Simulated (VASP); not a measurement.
# PbO (Fm-3m) in VASP: notebook

Runs on PbO. Level: PBE. Tasks: single point.

All numbers are computed with VASP 6.6.1; they aren't measurements. Logs are shortened: lines on timing, memory, paths and dates and some standing lists are left out, and cuts for length are marked.

## (1) The cell of the first run

It takes space group Fm-3m (No. 225, cubic). Conventional cell: a = 5.213 Å, b = 5.213 Å, c = 5.213 Å, α = 90.00°, β = 90.00°, γ = 90.00°. Pb (site symmetry m-3m) has 6 O at 2.61 Å within 3.4 Å. O (site symmetry m-3m) has 6 Pb at 2.61 Å within 3.4 Å.

## (2) Single point, PBE

Contents of INCAR:

```
SYSTEM = PbO
PREC     = Accurate       ! precision mode
ENCUT    = 520            ! plane-wave cutoff, eV
EDIFF    = 1E-6           ! SCF threshold, eV
ISMEAR   = 0              ! smearing method
SIGMA    = 0.01           ! smearing width, eV
LREAL    = .FALSE.        ! projectors in reciprocal space
LASPH    = .TRUE.         ! aspherical terms in the spheres
NELM     = 80             ! most SCF steps
ALGO     = Normal         ! electronic algorithm
ISIF     = 2              ! what is computed and relaxed
LWAVE    = .FALSE.        ! write WAVECAR
LCHARG   = .TRUE.         ! write CHGCAR
GGA      = PE             ! functional
LELF     = .TRUE.         ! ELF
LVHAR    = .TRUE.       
NBANDS   = 17             ! bands
```

Contents of KPOINTS:

```
regular mesh
0
G
  6 6 6
  0 0 0
```

Contents of POSCAR:

```
PbO
1.0
    0.0000000000      2.6065174966      2.6065174966
    2.6065174966      0.0000000000      2.6065174966
    2.6065174966      2.6065174966      0.0000000000
Pb O
1 1
Direct
    0.0000000000      0.0000000000      0.0000000000
    0.5000000000      0.5000000000      0.5000000000
```

Potentials or basis: VASP PAW PBE potentials, release 64 (Pb_d, O).

The run is started by

```sh
$ cat potpaw_PBE.64/Pb_d/POTCAR potpaw_PBE.64/O/POTCAR > POTCAR
$ mpirun -np 1 vasp_std > vasp.out
```

OUTCAR:

```text
SYSTEM = PbO
   PREC = Accurate
   ENCUT = 520
   EDIFF = 1E-6
   ISMEAR = 0
   LREAL = .FALSE.
   LASPH = .TRUE.
   NELM = 80
   ISIF = 2
   GGA = PE

 ion  position               nearest neighbor table
   1  0.000  0.000  0.000-   2 2.61   2 2.61   2 2.61   2 2.61   2 2.61   2 2.61
   2  0.500  0.500  0.500-   1 2.61   1 2.61   1 2.61   1 2.61   1 2.61   1 2.61

  LATTYP: Found a face centered cubic cell.
 ALAT       =     5.2130349932

  Lattice vectors:

 A1 = (   0.0000000000,   2.6065174966,   2.6065174966)
 A2 = (   2.6065174966,   0.0000000000,   2.6065174966)
 A3 = (   2.6065174966,   2.6065174966,   0.0000000000)

Analysis of symmetry for initial positions (statically):
=====================================================================
 Subroutine PRICEL returns:
 Original cell was already a primitive cell.

 Routine SETGRP: Setting up the symmetry group for a
 face centered cubic supercell.

 Subroutine GETGRP returns: Found 48 space group operations
 (whereof 48 operations were pure point group operations)
 out of a pool of 48 trial point group operations.

The static configuration has the point symmetry O_h .

Analysis of symmetry for dynamics (positions and initial velocities):
=====================================================================
 Subroutine PRICEL returns:
 Original cell was already a primitive cell.

 Routine SETGRP: Setting up the symmetry group for a
 face centered cubic supercell.

 Subroutine GETGRP returns: Found 48 space group operations
 (whereof 48 operations were pure point group operations)
 out of a pool of 48 trial point group operations.

The dynamic configuration has the point symmetry O_h .

 Subroutine INISYM returns: Found 48 space group operations
 (whereof 48 operations are pure point group operations),
 and found     1 'primitive' translations

----------------------------------------------------------------------------------------

                                     Primitive cell

  volume of cell :      35.4170

  direct lattice vectors                    reciprocal lattice vectors
     0.000000000  2.606517497  2.606517497    -0.191826834  0.191826834  0.191826834
     2.606517497  0.000000000  2.606517497     0.191826834 -0.191826834  0.191826834
     2.606517497  2.606517497  0.000000000     0.191826834  0.191826834 -0.191826834

  length of vectors
     3.686172394  3.686172394  3.686172394     0.332253823  0.332253823  0.332253823

  position of ions in fractional coordinates (direct lattice)
     0.000000000  0.000000000  0.000000000
     0.500000000  0.500000000  0.500000000

  ion indices of the primitive-cell ions
   primitive index   ion index
                 1           1
                 2           2

----------------------------------------------------------------------------------------

 KPOINTS: regular mesh

Automatic generation of k-mesh.
 Grid dimensions read from file:
 generate k-points for:    6    6    6

 Generating k-lattice:

  Cartesian coordinates                     Fractional coordinates (reciprocal lattice)
    -0.031971139  0.031971139  0.031971139     0.166666667  0.000000000  0.000000000
     0.031971139 -0.031971139  0.031971139     0.000000000  0.166666667  0.000000000
     0.031971139  0.031971139 -0.031971139     0.000000000  0.000000000  0.166666667

  Length of vectors
     0.055375637  0.055375637  0.055375637

  Shift w.r.t. Gamma in fractional coordinates (k-lattice)
     0.000000000  0.000000000  0.000000000

 Subroutine IBZKPT returns following result:
 ===========================================

 Found     16 irreducible k-points:

 Following reciprocal coordinates:
            Coordinates               Weight
  0.000000  0.000000  0.000000      1.000000
  0.166667  0.000000  0.000000      8.000000
  0.333333  0.000000  0.000000      8.000000
  0.500000  0.000000  0.000000      4.000000
  0.166667  0.166667  0.000000      6.000000
  0.333333  0.166667  0.000000     24.000000
[... 8 lines left out ...]
 -0.333333  0.333333  0.166667     24.000000
 -0.333333  0.500000  0.166667     12.000000
   k-points           NKPTS =     16   k-points in BZ     NKDIM =     16   number of bands    NBANDS=     17
   number of dos      NEDOS =    301   number of ions     NIONS =      2
   total plane-waves  NPLWV =  21952
   dimension x,y,z NGX =    28 NGY =   28 NGZ =   28
   dimension x,y,z NGXF=    56 NGYF=   56 NGZF=   56
   ions per type =               1   1
   NGX,Y,Z   is equivalent  to a cutoff of  12.63, 12.63, 12.63 a.u.
   NGXF,Y,Z  is equivalent  to a cutoff of  25.26, 25.26, 25.26 a.u.
 SYSTEM =  PbO
   PREC   = accura    normal or accurate (medium, high low for compatibility)
   ISTART =      0    job   : 0-new  1-cont  2-samecut
   ICHARG =      2    charge: 1-file 2-atom 10-const
   ISPIN  =      1    spin polarized calculation?
   LNONCOLLINEAR =      F non collinear calculations
   LSORBIT =      F    spin-orbit coupling
   LASPH  =      T    aspherical Exc in radial PAW
   ENCUT  =  520.0 eV  38.22 Ry    6.18 a.u.   6.85  6.85  6.85*2*pi/ulx,y,z
   NELM   =     80;   NELMIN=  2; NELMDL= -5     # of ELM steps
   EDIFF  = 0.1E-05   stopping-criterion for ELM
   LREAL  =      F    real-space projection
   EDIFFG = 0.1E-04   stopping-criterion for IOM
   NSW    =      0    number of steps for IOM
   IBRION =     -1    ionic relax: 0-MD 1-quasi-New 2-CG
   NFREE  =      0    steps in history (QN), initial steepest desc. (CG)
   ISIF   =      2    stress and relaxation
   ISYM   =      2    0-nonsym 1-usesym 2-fastsym
   POTIM  = 0.5000    time-step for ionic-motion
   TEBEG  =    0.0;   TEEND  =   0.0 temperature during run
   PSTRESS=    0.0 pullay stress
   NELECT =      20.0000    total number of electrons
   NUPDOWN=      -1.0000    fix difference up-down
   EMIN   =  10.00;   EMAX   =-10.00  energy-range for DOS
   EFERMI =   0.00;   METHOD = LEGACY
   ISMEAR =     0;   SIGMA  =   0.01  broadening in eV -4-tet -1-fermi 0-gaus
   EFERMI_NEDOS =   21; number of points for ismear=-14 and -15
   IALGO  =     38    algorithm
   IMIX   =      4    mixing-type and parameters
     AMIX     =   0.40;   BMIX     =  1.00
     AMIX_MAG =   1.60;   BMIX_MAG =  1.00
  volume/ion in A,a.u.               =      17.71       119.50
  Fermi-wavevector in a.u.,A,eV,Ry     =   1.353155  2.557092 24.912651  1.831028
  Thomas-Fermi vector in A             =   2.480434
   LORBIT       =      0    0 simple, 1 ext, 2 COOP (PROOUT), +10 PAW based schemes
   GGA     = PE    functional components
   LHFCALC =     F    Hartree Fock is set to
   AEXX    =    0.0000 exact exchange contribution
   IVDW    =     0    specifies the selected vdW correction
   LEPSILON=     F    determine dielectric tensor
   LRPA    =     F    only Hartree local field effects (RPA)
 non-spin polarized calculation
 Gauss-broadening in eV      SIGMA  =   0.01
  energy-cutoff  :      520.00
  volume of cell :       35.42
 maximum number of plane-waves:       962
   NGX = 13   NGY = 13   NGZ = 13

 number of electron      20.0000001 magnetization

 Free energy of the ion-electron system (eV)
  ---------------------------------------------------
  ext. energy  EPLUGINS =         0.00000000
  ---------------------------------------------------
  free energy    TOTEN  =       -10.37833015 eV

  energy without entropy =      -10.37833015  energy(sigma->0) =      -10.37833015

 E-fermi :   6.5681     XC(G=0): -10.6734

 val. band max:        6.4977937325   @ k =   0.5000   0.0000   0.0000
 cond. band min:       7.0498333920   @ k =   0.5000   0.0000   0.0000
 fundamental gap:      0.5520396595
 Fermi energy:         6.5681315803

 k-point     1 :       0.0000    0.0000    0.0000
  band No.  band energies     occupation
      1     -11.1160      2.00000
      2      -9.7935      2.00000
      3      -9.7935      2.00000
      4      -9.7935      2.00000
      5      -9.6675      2.00000
      6      -9.6675      2.00000
[... 9 lines left out ...]
     16      18.0428      0.00000
     17      18.0428      0.00000

 k-point     2 :       0.1667    0.0000    0.0000
  band No.  band energies     occupation
      1     -10.9659      2.00000
      2      -9.7940      2.00000
      3      -9.7743      2.00000
      4      -9.7743      2.00000
      5      -9.6743      2.00000
      6      -9.6743      2.00000
[... 9 lines left out ...]
     16      18.8756      0.00000
     17      20.6895      0.00000

 k-point     3 :       0.3333    0.0000    0.0000
  band No.  band energies     occupation
      1     -10.6426      2.00000
      2      -9.8002      2.00000
      3      -9.7808      2.00000
      4      -9.7808      2.00000
      5      -9.6420      2.00000
      6      -9.6420      2.00000
[... 9 lines left out ...]
     16      20.3988      0.00000
     17      21.5904      0.00000

 k-point     4 :       0.5000    0.0000    0.0000
  band No.  band energies     occupation
      1     -10.4643      2.00000
      2      -9.8099      2.00000
      3      -9.7976      2.00000
      4      -9.7976      2.00000
      5      -9.6117      2.00000
      6      -9.6117      2.00000
[... 9 lines left out ...]
     16      21.7375      0.00000
     17      21.7375      0.00000

 k-point     5 :       0.1667    0.1667    0.0000
  band No.  band energies     occupation
      1     -10.9820      2.00000
      2      -9.8178      2.00000
      3      -9.7476      2.00000
      4      -9.7476      2.00000
      5      -9.6476      2.00000
      6      -9.6424      2.00000
[... 9 lines left out ...]
     16      20.6047      0.00000
     17      21.1091      0.00000

 k-point     6 :       0.3333    0.1667    0.0000
  band No.  band energies     occupation
      1     -10.8837      2.00000
      2      -9.8200      2.00000
      3      -9.7264      2.00000
      4      -9.7191      2.00000
      5      -9.6216      2.00000
      6      -9.4767      2.00000
[... 9 lines left out ...]
     16      22.0177      0.00000
     17      22.8976      0.00000

 k-point     7 :       0.5000    0.1667    0.0000
  band No.  band energies     occupation
      1     -10.7790      2.00000
      2      -9.7964      2.00000
      3      -9.7475      2.00000
      4      -9.7157      2.00000
      5      -9.6070      2.00000
      6      -9.3240      2.00000
[... 9 lines left out ...]
     16      21.9251      0.00000
     17      22.4149      0.00000

 k-point     8 :      -0.3333    0.1667    0.0000
  band No.  band energies     occupation
      1     -10.7441      2.00000
      2      -9.7817      2.00000
      3      -9.7525      2.00000
      4      -9.7369      2.00000
      5      -9.6565      2.00000
      6      -9.3816      2.00000
[... 9 lines left out ...]
     16      20.0866      0.00000
     17      22.7025      0.00000
[... 43 lines left out ...]
      1     -11.1344      2.00000
      2      -9.8522      2.00000
      3      -9.6448      2.00000
      4      -9.6402      2.00000
      5      -9.5974      2.00000
      6      -8.8388      2.00000
[... 9 lines left out ...]
     16      23.0559      0.00000
     17      23.5681      0.00000

 k-point    12 :      -0.3333    0.3333    0.0000
  band No.  band energies     occupation
      1     -10.9878      2.00000
      2      -9.7899      2.00000
      3      -9.6965      2.00000
      4      -9.6765      2.00000
      5      -9.6428      2.00000
      6      -8.9673      2.00000
[... 9 lines left out ...]
     16      21.7784      0.00000
     17      22.7314      0.00000

 k-point    13 :       0.5000    0.5000    0.0000
  band No.  band energies     occupation
      1     -11.2660      2.00000
      2      -9.8903      2.00000
      3      -9.5971      2.00000
      4      -9.5971      2.00000
      5      -9.5874      2.00000
      6      -8.6291      2.00000
[... 9 lines left out ...]
     16      24.4345      0.00000
     17      26.5516      0.00000

 k-point    14 :       0.5000    0.3333    0.1667
  band No.  band energies     occupation
      1     -10.9588      2.00000
      2      -9.8083      2.00000
      3      -9.7252      2.00000
      4      -9.6517      2.00000
      5      -9.6430      2.00000
      6      -9.1398      2.00000
[... 9 lines left out ...]
     16      22.2902      0.00000
     17      22.7629      0.00000

 k-point    15 :      -0.3333    0.3333    0.1667
  band No.  band energies     occupation
      1     -10.9876      2.00000
      2      -9.7681      2.00000
      3      -9.7405      2.00000
      4      -9.6807      2.00000
      5      -9.6158      2.00000
      6      -8.9681      2.00000
[... 9 lines left out ...]
     16      22.6454      0.00000
     17      23.9111      0.00000

 k-point    16 :      -0.3333    0.5000    0.1667
  band No.  band energies     occupation
      1     -11.1399      2.00000
      2      -9.8229      2.00000
      3      -9.6767      2.00000
      4      -9.6405      2.00000
      5      -9.5970      2.00000
      6      -8.7480      2.00000
[... 9 lines left out ...]
     16      22.2933      0.00000
     17      24.7728      0.00000

------------------------ aborting loop because EDIFF is reached ----------------------------------------

  FORCE on cell =-STRESS in cart. coord.  units (eV):
  Direction    XX          YY          ZZ          XY          YZ          ZX
  --------------------------------------------------------------------------------------
  -------------------------------------------------------------------------------------
  Total        0.5520840      0.5520840      0.5520840      0.0000000     -0.0000000      0.0000000
  in kB       24.9749041     24.9749041     24.9749041      0.0000000     -0.0000000      0.0000000
  external PRESSURE =      24.9749041 kB  Pullay stress =       0.0000000 kB

 VOLUME and BASIS-vectors are now :
 -----------------------------------------------------------------------------
  energy-cutoff  :      520.00
  volume of cell :       35.42
      direct lattice vectors                 reciprocal lattice vectors
     0.000000000  2.606517497  2.606517497    -0.191826834  0.191826834  0.191826834
     2.606517497  0.000000000  2.606517497     0.191826834 -0.191826834  0.191826834
     2.606517497  2.606517497  0.000000000     0.191826834  0.191826834 -0.191826834

 POSITION                                       TOTAL-FORCE (eV/Angst)
 -----------------------------------------------------------------------------------
      0.00000      0.00000      0.00000         0.000000      0.000000      0.000000
      2.60652      2.60652      2.60652        -0.000000     -0.000000     -0.000000
 -----------------------------------------------------------------------------------
    total drift:                                0.000000      0.000000      0.000000

  FREE ENERGIE OF THE ION-ELECTRON SYSTEM (eV)
  ---------------------------------------------------
  free  energy   TOTEN  =       -10.3783301550 eV

  energy  without entropy=      -10.3783301550  energy(sigma->0) =      -10.37833015
```

Run time: 9.7 s. Hardware: 1 thread of Intel Xeon Platinum 8175M at 2.50GHz (Skylake/Cascade Lake), shared host; peak memory 0.16 GiB.

Results:

* Free energy: -10.3783 eV
* Pressure: 2.5 GPa
* Band gap on the k mesh: 0.55 eV, direct

Caveat: spin-orbit coupling is left out, which moves the levels of the heavy elements.

## (3) Single point, PBE

Contents of INCAR:

```
  PREC = Accurate
  ENCUT = 520
  EDIFF = 1E-6
  ISMEAR = 0
  SIGMA = 0.01
  LREAL = F
  LASPH = T
  NELM = 80
  ALGO = Normal
  ISIF = 2
  LWAVE = F
  LCHARG = F
  GGA = PE
  NBANDS = 17
```

Contents of KPOINTS:

```
Automatic mesh
0
Gamma
  6 6 6
```

POSCAR is that of step 2.

Potentials or basis: VASP PAW PBE potentials, release 64 (Pb_d, O).

The run is started by

```sh
$ cat potpaw_PBE.64/Pb_d/POTCAR potpaw_PBE.64/O/POTCAR > POTCAR
$ mpirun -np 1 vasp_std > vasp.out
```

Run time: 10 s. Hardware: 1 thread of Intel Xeon Platinum 8175M at 2.50GHz (Skylake/Cascade Lake), shared host; peak memory 0.16 GiB.

It converged, with:

```
Free energy            : -10.3783 eV
Pressure               : 2.5 GPa
Band gap on the k mesh : 0.55 eV, direct
```

Levels at points of the mesh, in eV from the valence-band top:
```
           k point  band 7  band 8  band 9  band 10  band 11  band 12  band 13  band 14
(0.00, 0.00, 0.00)   -7.37   -2.32   -2.32    -2.32     8.47     8.47     8.47    10.46
(0.50, 0.00, 0.00)   -8.42   -1.90   -1.90     0.00     0.55     5.14     5.14    10.26
(0.50, 0.50, 0.00)   -5.92   -5.26   -3.33    -3.33     4.13     6.45     6.45     6.71
```

Caveat: spin-orbit coupling is left out, which moves the levels of the heavy elements.
